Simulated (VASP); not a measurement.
# Co (P6_3/mmc) in VASP: a series of runs

Runs on Co. Level: PBEsol. Tasks: single point, relaxation of cell and atoms.

Everything below comes from runs of VASP 6.6.1. Logs are shortened: lines on timing, memory, paths and dates and some standing lists are left out, and cuts for length are marked.

### 1 The cell of the first run

Symmetry: P6_3/mmc, No. 194, hexagonal system. Conventional cell: a = 2.449 Å, b = 2.449 Å, c = 7.965 Å, α = 90.00°, β = 90.00°, γ = 120.00°. Within 3.2 Å of Co (site symmetry -3m) lie 12 Co at 2.44 to 2.45 Å. Co (site symmetry -6m2) has 12 Co at 2.44 to 2.45 Å within 3.2 Å.

### 2 Single point, PBEsol, collinear spin, ferromagnetic start

File INCAR:

```
PREC = Accurate
ENCUT = 520
EDIFF = 1E-6
ISMEAR = 0
SIGMA = 0.1
LREAL = F
LASPH = T
NELM = 150
ALGO = Normal
ISIF = 2
LWAVE = F
LCHARG = F
ISPIN = 2
MAGMOM = 1.82 1.85 1.82 1.85
LORBIT = 11
LMAXMIX = 4
GGA = PS
NBANDS = 30
```

File KPOINTS:

```
Automatic mesh
0
Gamma
  9 9 2
```

File POSCAR:

```
Co
1.0
    2.4492871270      0.0000000000      0.0000000000
   -1.2246435635      2.1211448732      0.0000000000
    0.0000000000      0.0000000000      7.9647695460
Co
4
Direct
    0.0000000000      0.0000000000      0.0000000000
    0.3333333333      0.6666666667      0.2500000000
    0.0000000000      0.0000000000      0.5000000000
    0.6666666667      0.3333333333      0.7500000000
```

Potentials or basis: VASP PAW PBE potentials, release 64 (Co).

Run with:

```bash
> cat potpaw_PBE.64/Co/POTCAR > POTCAR
> mpirun -np 1 vasp_std > vasp.out
```

OUTCAR:

```text
PREC = Accurate
   ENCUT = 520
   EDIFF = 1E-6
   ISMEAR = 0
   LREAL = F
   LASPH = T
   NELM = 150
   ISIF = 2
   ISPIN = 2
   LORBIT = 11
   GGA = PS

 ion  position               nearest neighbor table
   1  0.000  0.000  0.000-   2 2.44   4 2.44   4 2.44   2 2.44   4 2.44   2 2.44
   2  0.333  0.667  0.250-   1 2.44   3 2.44   1 2.44   3 2.44   1 2.44   3 2.44
   3  0.000  0.000  0.500-   2 2.44   4 2.44   4 2.44   2 2.44   4 2.44   2 2.44
   4  0.667  0.333  0.750-   1 2.44   3 2.44   1 2.44   3 2.44   1 2.44   3 2.44

  LATTYP: Found a hexagonal cell.
 ALAT       =     2.4492871270
 C/A-ratio  =     3.2518725380

  Lattice vectors:

 A1 = (   2.4492871270,   0.0000000000,   0.0000000000)
 A2 = (  -1.2246435635,   2.1211448732,   0.0000000000)
 A3 = (   0.0000000000,   0.0000000000,   7.9647695460)

Analysis of symmetry for initial positions (statically):
=====================================================================
 Subroutine PRICEL returns:
 Original cell was already a primitive cell.

 Routine SETGRP: Setting up the symmetry group for a
 hexagonal supercell.

 Subroutine GETGRP returns: Found 24 space group operations
 (whereof 12 operations were pure point group operations)
 out of a pool of 24 trial point group operations.

The static configuration has the point symmetry D_3d.
 The point group associated with its full space group is D_6h.

Analysis of symmetry for dynamics (positions and initial velocities):
=====================================================================
 Subroutine PRICEL returns:
 Original cell was already a primitive cell.

 Routine SETGRP: Setting up the symmetry group for a
 hexagonal supercell.

 Subroutine GETGRP returns: Found 24 space group operations
 (whereof 12 operations were pure point group operations)
 out of a pool of 24 trial point group operations.

The dynamic configuration has the point symmetry D_3d.
 The point group associated with its full space group is D_6h.

Analysis of structural, dynamic, and magnetic symmetry:
=====================================================================
 Subroutine PRICEL returns:
 Original cell was already a primitive cell.

 Routine SETGRP: Setting up the symmetry group for a
 hexagonal supercell.

 Subroutine GETGRP returns: Found 24 space group operations
 (whereof 12 operations were pure point group operations)
 out of a pool of 24 trial point group operations.

The overall configuration has the point symmetry D_3d.
 The point group associated with its full space group is D_6h.

 Subroutine INISYM returns: Found 24 space group operations
 (whereof 12 operations are pure point group operations),
 and found     1 'primitive' translations

----------------------------------------------------------------------------------------

                                     Primitive cell

  volume of cell :      41.3793

  direct lattice vectors                    reciprocal lattice vectors
     2.449287127  0.000000000  0.000000000     0.408282063  0.235721759  0.000000000
    -1.224643563  2.121144873  0.000000000     0.000000000  0.471443517  0.000000000
     0.000000000  0.000000000  7.964769546     0.000000000  0.000000000  0.125552911

  length of vectors
     2.449287127  2.449287127  7.964769546     0.471443517  0.471443517  0.125552911

  position of ions in fractional coordinates (direct lattice)
     0.000000000  0.000000000  0.000000000
     0.333333333  0.666666667  0.250000000
     0.000000000  0.000000000  0.500000000
     0.666666667  0.333333333  0.750000000

  ion indices of the primitive-cell ions
   primitive index   ion index
                 1           1
                 2           2
                 3           3
                 4           4

----------------------------------------------------------------------------------------

 KPOINTS: Automatic mesh

Automatic generation of k-mesh.
 Grid dimensions read from file:
 generate k-points for:    9    9    2

 Generating k-lattice:

  Cartesian coordinates                     Fractional coordinates (reciprocal lattice)
     0.045364674  0.026191307  0.000000000     0.111111111 -0.000000000  0.000000000
     0.000000000  0.052382613  0.000000000     0.000000000  0.111111111  0.000000000
     0.000000000  0.000000000  0.062776455     0.000000000  0.000000000  0.500000000

  Length of vectors
     0.052382613  0.052382613  0.062776455

  Shift w.r.t. Gamma in fractional coordinates (k-lattice)
     0.000000000  0.000000000  0.000000000

 Subroutine IBZKPT returns following result:
 ===========================================

 Found     24 irreducible k-points:

 Following reciprocal coordinates:
            Coordinates               Weight
  0.000000  0.000000  0.000000      1.000000
  0.111111  0.000000  0.000000      6.000000
  0.222222 -0.000000  0.000000      6.000000
  0.333333  0.000000  0.000000      6.000000
  0.444444 -0.000000  0.000000      6.000000
  0.111111  0.111111  0.000000      6.000000
[... 16 lines left out ...]
  0.333333  0.222222  0.500000     12.000000
  0.333333  0.333333  0.500000      2.000000
   k-points           NKPTS =     24   k-points in BZ     NKDIM =     24   number of bands    NBANDS=     30
   number of dos      NEDOS =    301   number of ions     NIONS =      4
   total plane-waves  NPLWV =  19440
   dimension x,y,z NGX =    18 NGY =   18 NGZ =   60
   dimension x,y,z NGXF=    36 NGYF=   36 NGZF=  120
   ions per type =               4
   NGX,Y,Z   is equivalent  to a cutoff of  12.22, 12.22, 12.52 a.u.
   NGXF,Y,Z  is equivalent  to a cutoff of  24.44, 24.44, 25.05 a.u.
 SYSTEM =  unknown system
   PREC   = accura    normal or accurate (medium, high low for compatibility)
   ISTART =      0    job   : 0-new  1-cont  2-samecut
   ICHARG =      2    charge: 1-file 2-atom 10-const
   ISPIN  =      2    spin polarized calculation?
   LNONCOLLINEAR =      F non collinear calculations
   LSORBIT =      F    spin-orbit coupling
   LASPH  =      T    aspherical Exc in radial PAW
   ENCUT  =  520.0 eV  38.22 Ry    6.18 a.u.   4.55  4.55 14.81*2*pi/ulx,y,z
   NELM   =    150;   NELMIN=  2; NELMDL= -5     # of ELM steps
   EDIFF  = 0.1E-05   stopping-criterion for ELM
   LREAL  =      F    real-space projection
   EDIFFG = 0.1E-04   stopping-criterion for IOM
   NSW    =      0    number of steps for IOM
   IBRION =     -1    ionic relax: 0-MD 1-quasi-New 2-CG
   NFREE  =      0    steps in history (QN), initial steepest desc. (CG)
   ISIF   =      2    stress and relaxation
   ISYM   =      2    0-nonsym 1-usesym 2-fastsym
   POTIM  = 0.5000    time-step for ionic-motion
   TEBEG  =    0.0;   TEEND  =   0.0 temperature during run
   PSTRESS=    0.0 pullay stress
   NELECT =      36.0000    total number of electrons
   NUPDOWN=      -1.0000    fix difference up-down
   EMIN   =  10.00;   EMAX   =-10.00  energy-range for DOS
   EFERMI =   0.00;   METHOD = LEGACY
   ISMEAR =     0;   SIGMA  =   0.10  broadening in eV -4-tet -1-fermi 0-gaus
   EFERMI_NEDOS =   21; number of points for ismear=-14 and -15
   IALGO  =     38    algorithm
   IMIX   =      4    mixing-type and parameters
     AMIX     =   0.40;   BMIX     =  1.00
     AMIX_MAG =   1.60;   BMIX_MAG =  1.00
  volume/ion in A,a.u.               =      10.34        69.81
  Fermi-wavevector in a.u.,A,eV,Ry     =   1.562840  2.953340 33.231816  2.442470
  Thomas-Fermi vector in A             =   2.665699
   LORBIT       =     11    0 simple, 1 ext, 2 COOP (PROOUT), +10 PAW based schemes
   GGA     = PS    functional components
   LHFCALC =     F    Hartree Fock is set to
   AEXX    =    0.0000 exact exchange contribution
   IVDW    =     0    specifies the selected vdW correction
   LEPSILON=     F    determine dielectric tensor
   LRPA    =     F    only Hartree local field effects (RPA)
 spin polarized calculation
 Gauss-broadening in eV      SIGMA  =   0.10
  energy-cutoff  :      520.00
  volume of cell :       41.38
 maximum number of plane-waves:      1140
 NGX is ok and might be reduce to    18

 number of electron      35.9999942 magnetization       6.0565409

 Free energy of the ion-electron system (eV)
  ---------------------------------------------------
  ext. energy  EPLUGINS =         0.00000000
  ---------------------------------------------------
  free energy    TOTEN  =       -30.90537382 eV

  energy without entropy =      -30.88354668  energy(sigma->0) =      -30.89446025

 E-fermi :  10.8194     XC(G=0): -13.8630

 val. band max:       10.8136828134   @ k =   0.1111   0.1111   0.5000
 cond. band min:      10.8250641295   @ k =   0.4444   0.1111   0.0000
 fundamental gap:      0.0113813161
 Fermi energy:        10.8193609483

 spin component 1

 k-point     1 :       0.0000    0.0000    0.0000
  band No.  band energies     occupation
      1       1.5031      1.00000
      2       3.8028      1.00000
      3       3.8084      1.00000
      4       5.4167      1.00000
      5       7.7546      1.00000
      6       7.7853      1.00000
[... 22 lines left out ...]
     29      33.5424      0.00000
     30      34.4831      0.00000

 k-point     2 :       0.1111    0.0000    0.0000
  band No.  band energies     occupation
      1       1.9504      1.00000
      2       4.1791      1.00000
      3       4.1848      1.00000
      4       5.6956      1.00000
      5       7.4846      1.00000
      6       7.6137      1.00000
[... 22 lines left out ...]
     29      31.7898      0.00000
     30      31.8509      0.00000

 k-point     3 :       0.2222   -0.0000    0.0000
  band No.  band energies     occupation
      1       3.1941      1.00000
      2       5.0525      1.00000
      3       5.0615      1.00000
      4       6.2562      1.00000
      5       7.1396      1.00000
      6       7.2409      1.00000
[... 659 lines left out ...]
      6       6.7321      1.00000
[... 22 lines left out ...]
     29      22.4580      0.00000
     30      22.4580      0.00000

 k-point    24 :       0.3333    0.3333    0.5000
  band No.  band energies     occupation
      1       6.4749      1.00000
      2       6.4749      1.00000
      3       6.7558      1.00000
      4       6.7558      1.00000
      5       6.8617      1.00000
      6       6.8617      1.00000
[... 22 lines left out ...]
     29      22.1088      0.00000
     30      22.1088      0.00000
 Fermi energy:        10.8193609483

 spin component 2

 k-point     1 :       0.0000    0.0000    0.0000
  band No.  band energies     occupation
      1       1.5706      1.00000
      2       3.9373      1.00000
      3       3.9437      1.00000
      4       6.2961      1.00000
      5       9.0062      1.00000
      6       9.0635      1.00000
[... 22 lines left out ...]
     29      33.3560      0.00000
     30      34.3551      0.00000

 k-point     2 :       0.1111    0.0000    0.0000
  band No.  band energies     occupation
      1       2.0202      1.00000
      2       4.3244      1.00000
      3       4.3305      1.00000
      4       6.6073      1.00000
      5       8.7716      1.00000
      6       8.9437      1.00000
[... 22 lines left out ...]
     29      31.8964      0.00000
     30      32.0024      0.00000

 k-point     3 :       0.2222   -0.0000    0.0000
  band No.  band energies     occupation
      1       3.2865      1.00000
      2       5.3106      1.00000
      3       5.3156      1.00000
      4       7.2792      1.00000
      5       8.3509      1.00000
      6       8.4115      1.00000
[... 682 lines left out ...]
     29      23.0310      0.00000
     30      23.0310      0.00000

 k-point    24 :       0.3333    0.3333    0.5000
  band No.  band energies     occupation
      1       7.7175      1.00000
      2       7.7175      1.00000
      3       7.8731      1.00000
      4       7.8731      1.00000
      5       7.8767      1.00000
      6       7.8767      1.00000
[... 22 lines left out ...]
     29      22.6975      0.00000
     30      22.6975      0.00000

------------------------ aborting loop because EDIFF is reached ----------------------------------------

  FORCE on cell =-STRESS in cart. coord.  units (eV):
  Direction    XX          YY          ZZ          XY          YZ          ZX
  --------------------------------------------------------------------------------------
  -------------------------------------------------------------------------------------
  Total       -0.1668489     -0.1668489     -0.3527446      0.0000000      0.0000000      0.0000000
  in kB       -6.4602709     -6.4602709    -13.6580200      0.0000000      0.0000000      0.0000000
  external PRESSURE =      -8.8595206 kB  Pullay stress =       0.0000000 kB

 VOLUME and BASIS-vectors are now :
 -----------------------------------------------------------------------------
  energy-cutoff  :      520.00
  volume of cell :       41.38
      direct lattice vectors                 reciprocal lattice vectors
     2.449287127  0.000000000  0.000000000     0.408282063  0.235721759  0.000000000
    -1.224643563  2.121144873  0.000000000     0.000000000  0.471443517  0.000000000
     0.000000000  0.000000000  7.964769546     0.000000000  0.000000000  0.125552911

 POSITION                                       TOTAL-FORCE (eV/Angst)
 -----------------------------------------------------------------------------------
      0.00000      0.00000      0.00000        -0.000000     -0.000000      0.000000
     -0.00000      1.41410      1.99119         0.000000      0.000000     -0.000000
      0.00000      0.00000      3.98238        -0.000000     -0.000000      0.000000
      1.22464      0.70705      5.97358        -0.000000     -0.000000      0.000000
 -----------------------------------------------------------------------------------
    total drift:                                0.000000     -0.000000      0.000000

  FREE ENERGIE OF THE ION-ELECTRON SYSTEM (eV)
  ---------------------------------------------------
  free  energy   TOTEN  =       -30.9053738216 eV

  energy  without entropy=      -30.8835466788  energy(sigma->0) =      -30.89446025

 total charge

# of ion       s       p       d       tot
------------------------------------------
    1        0.508   0.564   7.299   8.372
    2        0.509   0.566   7.292   8.366
    3        0.508   0.564   7.299   8.372
    4        0.509   0.566   7.292   8.366
--------------------------------------------------
tot          2.034   2.261  29.181  33.476

 magnetization (x)

# of ion       s       p       d       tot
------------------------------------------
    1       -0.017  -0.050   1.575   1.508
    2       -0.015  -0.046   1.593   1.532
    3       -0.017  -0.050   1.575   1.508
    4       -0.015  -0.046   1.593   1.532
--------------------------------------------------
tot         -0.064  -0.192   6.336   6.080
```

Wall time 33 s (1 thread of Intel Xeon 6975P-C (Granite Rapids), shared host); peak memory 0.18 GiB.

Results:

```yaml
Free_energy: -30.9054 eV
Pressure: -0.9 GPa
Net_moment: 6.06 μB per cell
Site_moments: Co +1.51, +1.53 (each value once) μB
Valence_electrons_inside_the_program's_atomic_spheres: Co 8.37
```

Caveat: the k points lie up to 0.39 Å⁻¹ apart; the PAW data sets were made with another functional, which shifts forces and pressure a little.

### 3 Single point, PBEsol, collinear spin, ferromagnetic start

This run uses another cell than the first one, of 10.69 Å³/atom.

File INCAR:

```
SYSTEM = Co
  ALGO = Normal
  EDIFF = 1E-6
  ENCUT = 520
  GGA = PS
  ISIF = 2
  ISMEAR = 0
  ISPIN = 2
  LASPH = .TRUE.
  LCHARG = .FALSE.
  LMAXMIX = 4
  LORBIT = 11
  LREAL = .FALSE.
  LWAVE = .FALSE.
  MAGMOM = 3 3 3 3
  NBANDS = 30
  NELM = 150
  PREC = Accurate
  SIGMA = 0.1
```

File KPOINTS:

```
k-points
0
G
  9 9 2
  0 0 0
```

File POSCAR:

```
Co
1.0
    2.4705617809      0.0000000000      0.0000000000
   -1.2352808905      2.1395692639      0.0000000000
    0.0000000000      0.0000000000      8.0882338000
Co
4
Direct
    0.0000000000      0.0000000000      0.0000000000
    0.3333333300      0.6666666700      0.2500000000
    0.0000000000      0.0000000000      0.5000000000
    0.6666666700      0.3333333300      0.7500000000
```

Potentials or basis: VASP PAW PBE potentials, release 64 (Co).

Run with:

```bash
> cat potpaw_PBE.64/Co/POTCAR > POTCAR
> mpirun -np 1 vasp_std > vasp.out
```

Run time: 36 s. Hardware: 1 thread of Intel Xeon 6975P-C (Granite Rapids), shared host; peak memory 0.18 GiB.

It converged, with:

```yaml
Free_energy: -30.8669 eV
Pressure: -7.5 GPa
Net_moment: 6.35 μB per cell
Site_moments: Co +1.58, +1.61 (each value once) μB
Valence_electrons_inside_the_program's_atomic_spheres: Co 8.30
```

Stress tensor (GPa, compression positive):
```
-7.18  0.00  0.00
 0.00 -7.18  0.00
 0.00  0.00 -8.16
```

Levels at points of the mesh, in eV from the Fermi level:
Spin up:
```tsv
k point	band 18	band 19	band 20	band 21	band 22	band 23	band 24	band 25
(0.00, 0.00, 0.00)	-1.46	-1.46	-1.12	-1.12	-0.74	-0.74	-0.35	6.25
(0.00, 0.00, 0.50)	-1.60	-1.60	-1.60	-0.91	-0.91	-0.91	-0.91	9.24
```
Spin down:
| k point | band 11 | band 12 | band 13 | band 14 | band 15 | band 16 | band 17 | band 18 |
| --- | --- | --- | --- | --- | --- | --- | --- | --- |
| (0.00, 0.00, 0.00) | -1.15 | -0.88 | -0.88 | -0.82 | -0.82 | -0.30 | 0.04 | 0.04 |
| (0.00, 0.00, 0.50) | -1.08 | -1.08 | -0.96 | -0.96 | -0.96 | -0.96 | 0.23 | 0.23 |

Caveat: the k points lie up to 0.39 Å⁻¹ apart; the PAW data sets were made with another functional, which shifts forces and pressure a little.

### 4 Relaxation of cell and atoms, PBEsol, collinear spin, ferromagnetic start

This run uses another cell than the first one: it holds 2 atoms, not 4.

File INCAR:

```
PREC = Accurate
ENCUT = 600
EDIFF = 1E-7
ISMEAR = 0
SIGMA = 0.1
LREAL = False
LASPH = True
NELM = 150
ALGO = Normal
ISIF = 3
LWAVE = False
LCHARG = False
ISPIN = 2
MAGMOM = 1.78 1.78
LORBIT = 11
LMAXMIX = 4
GGA = PS
IBRION = 2
NSW = 90
EDIFFG = -0.04
```

File KPOINTS:

```
regular mesh
0
Gamma
  9 9 4
```

File POSCAR:

```
Co
1.0
    2.4719999032      0.0000000000      0.0000000000
   -1.2359999516      2.1408147143      0.0000000000
    0.0000000000      0.0000000000      4.0211440800
Co
2
Direct
    0.3333333300      0.6666666700      0.2500000000
    0.6666666700      0.3333333300      0.7500000000
```

Run with:

```bash
> cat potpaw_PBE.64/Co/POTCAR > POTCAR
> mpirun -np 1 vasp_std > vasp.out
```

Run time: 48 s. Hardware: 1 thread of Intel Xeon 6975P-C (Granite Rapids), shared host; peak memory 0.16 GiB.

It converged, with:

* Free energy: -15.4704 eV
* Relaxed volume: 10.27 Å³/atom
* Relaxed cell: a = 2.448 Å, b = 2.448 Å, c = 3.956 Å, α = 90.00°, β = 90.00°, γ = 120.00°
* Space group after relaxing (to 0.1 Å): P6_3/mmc (No. 194)
* Energy gained by relaxing: 9.1 meV/atom
* Ionic steps: 5
* Pressure after relaxing: 0.2 GPa
* Net moment: 2.99 μB per cell
* Site moments: Co +1.50 μB
* Valence electrons inside the program's atomic spheres: Co 8.38

The path:
```
step  energy change (eV)  largest force (eV/Å)  pressure (GPa)  volume (Å³)
   1              0.0000                0.0000           -7.57        21.28
   2              0.0073                0.0000           10.77        19.77
   3             -0.0178                0.0000            0.00        20.56
   4             -0.0178                0.0000            0.16        20.55
   5             -0.0182                0.0000            0.17        20.54
```

Final structure:
```
CELL_PARAMETERS angstrom
2.44850 0.00000 0.00000
-1.22425 2.12046 0.00000
0.00000 0.00000 3.95640
ATOMIC_POSITIONS crystal
Co 0.33333 0.66667 0.25000
Co 0.66667 0.33333 0.75000
```

Levels at points of the mesh, in eV from the Fermi level:
Spin up:
| k point | band 7 | band 8 | band 9 | band 10 | band 11 | band 12 | band 13 | band 14 |
| --- | --- | --- | --- | --- | --- | --- | --- | --- |
| (0.00, 0.00, 0.00) | -2.27 | -1.90 | -1.90 | -0.69 | -0.69 | -0.18 | 6.85 | 22.34 |
| (0.00, 0.00, 0.50) | -2.70 | -2.70 | -1.02 | -1.02 | -1.02 | -1.02 | 15.63 | 15.63 |
Spin down:
```tsv
k point	band 4	band 5	band 6	band 7	band 8	band 9	band 10	band 11	band 12	band 13
(0.00, 0.00, 0.00)	-1.12	-1.12	-0.72	-0.72	-0.28	-0.28	-0.16	1.05	1.05	7.82
(0.00, 0.00, 0.50)	-1.73	-1.19	-1.19	-1.19	-1.19	0.68	0.68	0.68	0.68	16.06
```

Caveat: the k points lie up to 0.40 Å⁻¹ apart in the final cell; the PAW data sets were made with another functional, which shifts forces and pressure a little.

(Part 1 of 2 ends here.)
